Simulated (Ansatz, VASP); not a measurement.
One calculation of Ru, two programs

The input POSCAR:

```
Ru
1.0
    2.6895240366      0.0000000000      0.0000000000
   -1.3447620183      2.3291961398      0.0000000000
    0.0000000000      0.0000000000      4.2519208174
Ru
2
Direct
    0.3333333333      0.6666666667      0.2500000000
    0.6666666667      0.3333333333      0.7500000000
```

File INCAR.step1:

```
  PREC = Accurate
  ENCUT = 520
  ISMEAR = 0
  SIGMA = 0.1
  LREAL = F
  LASPH = T
  NELM = 80
  NBANDS = 21
  GGA = PE
  ALGO = Normal
  EDIFF = 1E-4
  LWAVE = T
  LCHARG = F
```

INCAR.step2

```
  PREC = Accurate
  ENCUT = 520
  EDIFF = 1E-6
  ISMEAR = 0
  SIGMA = 0.1
  LREAL = F
  LASPH = T
  NELM = 80
  ALGO = Normal
  ISIF = 2
  LWAVE = F
  LCHARG = F
  METAGGA = R2SCAN
  LMIXTAU = T
  NBANDS = 21
  ISTART = 1
```

KPOINTS

```
Automatic mesh
0
Gamma
  18 18 10
```

Input for Ansatz:

```yaml
crystal:
  lattice:
    - [2.6895240366, 0.0, 0.0]
    - [-1.3447620183, 2.3291961398, 0.0]
    - [0.0, 0.0, 4.2519208174]
  atoms:
    - { symbol: Ru, position: [0.3333333333, 0.6666666667, 0.25] }
    - { symbol: Ru, position: [0.6666666667, 0.3333333333, 0.75] }
basis:
  ecutwfc: 500
kpoints:
  mp_grid: { grid: [18, 18, 10] }
  band_path:
    path:
      - [0.0, 0.0, 0.0]
      - [0.5, 0.0, 0.0]
      - [0.3333333333, 0.3333333333, 0.0]
      - [0.0, 0.0, 0.5]
      - [0.5, 0.0, 0.5]
      - [0.3333333333, 0.3333333333, 0.5]
      - [0.11111111, 0.44444444, 0.0]
      - [0.05555556, 0.05555556, 0.0]
    npoints: 1
hamiltonian:
  xc: r2scan
scf:
  occupations: { method: gaussian, width: 0.1 }
  n_extra_bands: 4
output:
  forces: true
  stress: true
  eigenvalues: true
```

Alike in both runs: task single point; functional r2SCAN; k mesh 18 × 18 × 10; occupations gaussian, width 0.1 eV; no spin polarisation.

|  | VASP | Ansatz |
| --- | --- | --- |
| version | VASP 6.6.1 | Ansatz 0.2.0 |
| potentials or method | VASP PAW PBE potentials, release 64 (Ru_pv), cutoff 520 eV | scalar-relativistic, plane waves, PAW |
| valence electrons in the cell | 28 | 32 |

|  | VASP | Ansatz | Ansatz less VASP |
| --- | --- | --- | --- |
| gap on the k mesh at the Fermi level (eV) | none | none | - |
| pressure (GPa) | 6.1 | 4.5 | -1.64 |
| traceless stress, the component that is largest in VASP (GPa) | -0.16 | -0.27 | -0.113 |

VASP's potentials were made for PBE, not for r2SCAN. A gap of «none» marks a metal or a gap that the smearing closes. The functional is the same, so the differences come from potentials, cutoffs and numerics. VASP's potentials hold 28 valence electrons a cell and Ansatz's 32, so a difference there can come from the potentials and not from the codes.
